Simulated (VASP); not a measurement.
TiO: single point with r2SCAN

TiO:

```
Ti O
1.0
     2.85161    0.00000    0.00000
    -1.42580    2.46956    0.00000
     0.00000    0.00000    5.56750
Ti O
2 2
Direct
  0.33333 0.66667 0.25000
  0.66667 0.33333 0.75000
  0.00000 0.00000 0.00000
  0.00000 0.00000 0.50000
```

| Item | Value |
| --- | --- |
| Program | VASP 6.6.1 |
| Task | single point |
| Functional | r2SCAN |
| Potentials or basis | VASP PAW PBE potentials, release 64 (Ti_sv, O) |
| Cutoff | 520 eV |
| k mesh | 3 × 3 × 2 |
| Occupations | gaussian, width 0.1 eV |
| Spin | no spin polarisation |
| Dipole correction | no |
| Further INCAR settings | ALGO = Normal; EDIFF = 1e-06; NBANDS = 26 |

The pressure is -2.4 GPa. The band gap on the k mesh is zero (filled and empty bands touch).

Stress tensor (GPa, compression positive):
```
-2.96  0.00  0.00
 0.00 -2.96  0.00
 0.00  0.00 -1.27
```

Levels at points of the mesh, in eV from the Fermi level:
```tsv
k point	band 16	band 17	band 18	band 19	band 20	band 21
(0.00, 0.00, 0.00)	-5.48	-2.01	0.01	0.01	0.08	1.24
(0.00, 0.00, 0.50)	-5.79	-0.56	-0.56	0.88	0.88	0.88
```

Run time: 29 s on 1 thread of Intel(R) Xeon(R) Platinum 8559C (Emerald Rapids), on a shared host, peak memory 0.16 GiB.

Caveat: the k points lie up to 0.85 Å⁻¹ apart; the PAW data sets were made with another functional, which shifts forces and pressure a little; semilocal functionals often make such compounds metallic where correlation or magnetic order opens a gap, which also shifts bond lengths.
